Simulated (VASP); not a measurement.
Set up this calculation in VASP 6.6.1, as the native input.

- Task: single point
- Functional: LDA
- Potentials or basis: VASP PAW LDA potentials, release 64 (Sn_d, O)
- Cutoff: 520 eV
- k mesh: 6 × 6 × 6
- Occupations: gaussian, width 0.05 eV
- Spin: no spin polarisation
- Dipole correction: no
- Further INCAR settings: ALGO = Normal; EDIFF = 1e-06; NBANDS = 64

The structure of SnO2 lies in POSCAR:

```
SnO2
1.0
    3.1092000000      1.7950974570      3.9847000000
   -3.1092000000      1.7950974570      3.9847000000
    0.0000000000     -3.5901949139      3.9847000000
Sn O
4 8
Direct
    0.8645353782      0.8645353782      0.8645353782
    0.3648691645      0.3648691645      0.8648751974
    0.3648691645      0.8648751974      0.3648691645
    0.8648751974      0.3648691645      0.3648691645
    0.1199116729      0.6196051221      0.6196051221
    0.6196051221      0.1199116729      0.6196051221
    0.6196051221      0.6196051221      0.1199116729
    0.6099370359      0.6099370359      0.6099370359
    0.1198492242      0.1198492242      0.1198492242
    0.1096932183      0.1096932183      0.6100024814
    0.1096932183      0.6100024814      0.1096932183
    0.6100024814      0.1096932183      0.1096932183
```

One way to write it, as run:

INCAR

```
SYSTEM = SnO2
PREC = Accurate ; ENCUT = 520
EDIFF = 1E-6 ; ISMEAR = 0
SIGMA = 0.05 ; LREAL = .FALSE.
LASPH = .TRUE. ; NELM = 80
ALGO = Normal ; ISIF = 2
LWAVE = .FALSE. ; LCHARG = .FALSE.
GGA = CA ; NBANDS = 64
```

KPOINTS

```
Automatic mesh
0
G
  6 6 6
  0 0 0
```

Potentials or basis: VASP PAW LDA potentials, release 64 (Sn_d, O).

Command:

```console
$ cat potpaw_LDA.64/Sn_d/POTCAR potpaw_LDA.64/O/POTCAR > POTCAR
$ mpirun -np 1 vasp_std > vasp.out
```

It gave:

```yaml
Pressure: 22.7 GPa
Largest_force: 1.176 eV/Å
Band_gap_on_the_k_mesh: 2.39 eV
```

Caveat: the cell stands under pressure; spin-orbit coupling is left out, which moves the levels of the heavy elements; forces of over 1 eV/Å act on the atoms, so gaps and moduli don't describe the material at rest.

Wall time 2.2 min on 1 thread of Intel(R) Xeon(R) Platinum 8559C (Emerald Rapids), with other jobs on the host, peak memory 0.32 GiB.
